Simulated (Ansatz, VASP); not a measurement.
# Two plane-wave programs on Au

```
CELL_PARAMETERS angstrom
4.91119 0.00000 0.00000
-2.45559 4.25321 0.00000
0.00000 0.00000 2.93517
ATOMIC_POSITIONS crystal
Au 0.00000 0.00000 0.00000
Au 0.33333 0.66667 0.50000
Au 0.66667 0.33333 0.50000
```

Alike in both runs: task single point; functional RPBE; k mesh 9 × 9 × 12; occupations fermi-dirac, width 0.1 eV; no spin polarisation.

|  | VASP | Ansatz |
| --- | --- | --- |
| version | VASP 6.6.1 | Ansatz 0.2.0 |
| potentials or method | VASP PAW PBE potentials, release 64 (Au), cutoff 520 eV | plane waves (420 eV) with PAW, scalar-relativistic |
| valence electrons in the cell | 33 | 57 |

|  | VASP | Ansatz | Ansatz less VASP |
| --- | --- | --- | --- |
| pressure (GPa) | -7.1 | -7.0 | +0.10 |
| traceless stress, the component that is largest in VASP (GPa) | -0.95 | -0.96 | -0.008 |

VASP's potentials were made for PBE, not for RPBE. The functional is the same, so the differences come from potentials, cutoffs and numerics. VASP's potentials hold 33 valence electrons a cell and Ansatz's 57, so a difference there can come from the potentials and not from the codes.

Spin-orbit coupling is off throughout.
